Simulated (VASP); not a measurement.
Wanted: the native input for a VASP 6.6.1 run.

* Task: single point
* Functional: PBE
* Potentials or basis: VASP PAW PBE potentials, release 64 (Fe, Pt)
* Cutoff: 520 eV
* k mesh: 8 × 8 × 6
* Occupations: methfessel-paxton, width 0.1 eV
* Spin: collinear spin, ferromagnetic start
* Starting moments: [3.5, 0.0] μB
* Dipole correction: no
* Further INCAR settings: ALGO = Normal; EDIFF = 1e-06; NBANDS = 20

The structure of FePt (Tetraferroplatinum) lies in POSCAR:

```
FePt
1.0
    2.7235000000      0.0000000000      0.0000000000
    0.0000000000      2.7235000000      0.0000000000
    0.0000000000      0.0000000000      3.7200000000
Fe Pt
1 1
Direct
    0.0000000000      0.0000000000      0.0000000000
    0.5000000000      0.5000000000      0.5000000000
```

The input as run:

INCAR

```
SYSTEM = FePt
PREC = Accurate
ENCUT = 520
EDIFF = 1E-6
ISMEAR = 1
SIGMA = 0.1
LREAL = .FALSE.
LASPH = .TRUE.
NELM = 150
ALGO = Normal
ISIF = 2
LWAVE = .FALSE.
LCHARG = .FALSE.
ISPIN = 2
MAGMOM = 3.5 0
LORBIT = 11
LMAXMIX = 4
GGA = PE
NBANDS = 20
```

KPOINTS

```
regular mesh
0
G
  8 8 6
  0 0 0
```

Potentials or basis: VASP PAW PBE potentials, release 64 (Fe, Pt).

Run with:

```bash
$ cat potpaw_PBE.64/Fe/POTCAR potpaw_PBE.64/Pt/POTCAR > POTCAR
$ mpirun -np 1 vasp_std > vasp.out
```

It gave:

The pressure is 3.0 GPa. The net moment is 3.32 μB per cell and the site moments are Fe +2.94; Pt +0.35 μB. The valence electrons inside the program's atomic spheres are Fe 6.98; Pt 9.44.

It took 33 s on 1 thread of Intel(R) Xeon(R) Platinum 8488C (Sapphire Rapids), on a shared host, peak memory 0.18 GiB.
